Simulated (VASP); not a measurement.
Write the native input for VASP 6.6.1 that does the following.

```yaml
Task: relaxation of cell and atoms
Functional: RPBE
Dispersion: D4
Potentials_or_basis: VASP PAW PBE potentials, release 64 (Y_sv)
Cutoff: 600 eV
k_mesh: 9 × 9 × 9
Occupations: fermi-dirac, width 0.05 eV
Spin: no spin polarisation
Dipole_correction: no
Further_INCAR_settings: ALGO = Normal; EDIFF = 1e-06; IBRION = 2; EDIFFG = -0.02; NSW = 80; ISIF = 3
```

The structure of Y lies in POSCAR:

```
Y
1.0
    0.0000000000      2.5519910612      2.5519910612
    2.5519910612      0.0000000000      2.5519910612
    2.5519910612      2.5519910612      0.0000000000
Y
1
Direct
    0.0000000000      0.0000000000      0.0000000000
```

The input as run:

INCAR

```
PREC     = Accurate       # precision mode
ENCUT    = 600            # plane-wave cutoff, eV
EDIFF    = 1E-6           # SCF threshold, eV
ISMEAR   = -1             # smearing method
SIGMA    = 0.05           # smearing width, eV
LREAL    = F              # projectors in reciprocal space
LASPH    = T              # aspherical terms in the spheres
NELM     = 100            # most SCF steps
ALGO     = Normal         # electronic algorithm
ISIF     = 3              # what is computed and relaxed
LWAVE    = F              # write WAVECAR
LCHARG   = F              # write CHGCAR
GGA      = RP             # functional
IVDW     = 13             # dispersion correction
IBRION   = 2              # ionic algorithm
NSW      = 80             # ionic steps
EDIFFG   = -0.02          # ionic threshold
```

KPOINTS

```
regular mesh
0
Gamma
  9 9 9
```

Potentials or basis: VASP PAW PBE potentials, release 64 (Y_sv).

Launch:

```sh
$ cat potpaw_PBE.64/Y_sv/POTCAR > POTCAR
$ mpirun -np 1 vasp_std > vasp.out
```

It gave:

```yaml
Relaxed_volume: 32.19 Å³/atom
Relaxed_cell: a = 3.571 Å, b = 3.571 Å, c = 3.571 Å, α = 60.00°, β = 60.00°, γ = 60.00°
Space_group_after_relaxing_to_0.05_Å: Fm-3m (No. 225)
Energy_gained_by_relaxing: 4.0 meV/atom
Ionic_steps: 3
Pressure_after_relaxing: 0.0 GPa
Dispersion_energy_per_atom: -0.392 eV
```

Caveat: the PAW data sets were made with another functional, which shifts forces and pressure a little; pairwise dispersion overbinds metals, which lowers pressure and volume.

Wall time 41 s on 1 thread of AMD EPYC 7R43 64-Core Processor (Zen 3) (shared host), peak memory 0.16 GiB.
